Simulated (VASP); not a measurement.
HfN, 4 atoms in the cell. Symmetry: P6_3/mmc, No. 194, hexagonal system. Conventional cell: a = 3.093 Å, b = 3.093 Å, c = 5.332 Å, α = 90.00°, β = 90.00°, γ = 120.00°. Hf (site symmetry -6m2) has 6 N at 2.23 Å within 2.9 Å. N (site symmetry -3m) has 6 Hf at 2.23 Å and 2 N at 2.67 Å within 2.9 Å. 

* Program: VASP 6.6.1
* Task: single point
* Functional: PBEsol
* Potentials or basis: VASP PAW PBE potentials, release 64 (Hf_pv, N)
* Cutoff: 520 eV
* k mesh: 18 × 18 × 8
* Occupations: gaussian, width 0.1 eV
* Spin: no spin polarisation
* Dipole correction: no
* Further INCAR settings: ALGO = Normal; EDIFF = 1e-07; NBANDS = 23

Potentials or basis: VASP PAW PBE potentials, release 64 (Hf_pv, N).

Command:

```console
$ cat potpaw_PBE.64/Hf_pv/POTCAR potpaw_PBE.64/N/POTCAR > POTCAR
$ mpirun -np 1 vasp_std > vasp.out
```

Hardware: 1 thread of Intel Xeon 8259CL (shared host).

**Question.** Estimate the wall time of this run.

**Answer.** Run time: 3.1 min on 1 thread of Intel Xeon 8259CL (shared host), peak memory 0.29 GiB. Counts: scf iterations 14, k points 185.
